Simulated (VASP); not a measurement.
Here is a VASP 6.6.1 calculation.

INCAR

```
SYSTEM = BN
PREC = Accurate
ENCUT = 520
EDIFF = 1E-8
ISMEAR = 0
SIGMA = 0.01
LREAL = .False.
LASPH = .True.
NELM = 80
ALGO = Normal
ISIF = 2
LWAVE = .False.
LCHARG = .True.
GGA = CA
IBRION = 8
NSW = 1
LEPSILON = .True.
```

Contents of KPOINTS:

```
Automatic mesh
0
Gamma
  12 12 12
  0 0 0
```

Contents of POSCAR:

```
BN
1.0
    0.0000000000      1.7401318096      1.7401318096
    1.7401318096      0.0000000000      1.7401318096
    1.7401318096      1.7401318096      0.0000000000
B N
1 1
Direct
    0.0000000000      0.0000000000      0.0000000000
    0.7500000000      0.7500000000      0.7500000000
```

Potentials or basis: VASP PAW LDA potentials, release 64 (B, N).

Launch:

```console
$ cat potpaw_LDA.64/B/POTCAR potpaw_LDA.64/N/POTCAR > POTCAR
$ mpirun -np 1 vasp_std > vasp.out
```

(1) Predict the electronic dielectric tensor (diagonal).

(2) Estimate the Born charges (mean of the diagonal).

(3) Estimate the highest phonon frequency at Γ, LO-TO splitting left out.

## Answers

(1) 4.50.

(2) B +1.83; N -1.83 e.

(3) 1186 cm⁻¹.

Caveat: the cell wasn't relaxed at this level first, which shifts response properties.
